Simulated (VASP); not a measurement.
TiZn3, 4 atoms in the cell. Symmetry: Pm-3m, No. 221, cubic system. Conventional cell: a = 3.759 Å, b = 3.759 Å, c = 3.759 Å, α = 90.00°, β = 90.00°, γ = 90.00°. Within 3.5 Å of Ti (site symmetry m-3m) lie 12 Zn at 2.66 Å. Within 3.5 Å of Zn (site symmetry 4/mmm) lie 4 Ti at 2.66 Å and 8 Zn at 2.66 Å.  This cell differs from its parent crystal: volume scaled by 0.91.

```yaml
Program: VASP 6.6.1
Task: single point
Functional: r2SCAN
Potentials_or_basis: VASP PAW PBE potentials, release 64 (Ti_sv, Zn)
Cutoff: 520 eV
k_mesh: 10 × 10 × 10
Occupations: gaussian, width 0.1 eV
Spin: no spin polarisation
Dipole_correction: no
Further_INCAR_settings: ALGO = Normal; EDIFF = 1e-06; NBANDS = 32
```

Potentials or basis: VASP PAW PBE potentials, release 64 (Ti_sv, Zn).

Run with:

```console
$ cat potpaw_PBE.64/Ti_sv/POTCAR potpaw_PBE.64/Zn/POTCAR > POTCAR
$ cp INCAR.step1 INCAR
$ mpirun -np 1 vasp_std > vasp.out
$ cp INCAR.step2 INCAR
$ mpirun -np 1 vasp_std > vasp.out
```

Hardware: 1 thread of Intel Xeon 6975P-C, on a shared host.

Question: Estimate the wall time of this run.

Answer: Wall time 3.6 min on 1 thread of Intel Xeon 6975P-C, on a shared host, peak memory 0.22 GiB. Counts: k points 56.
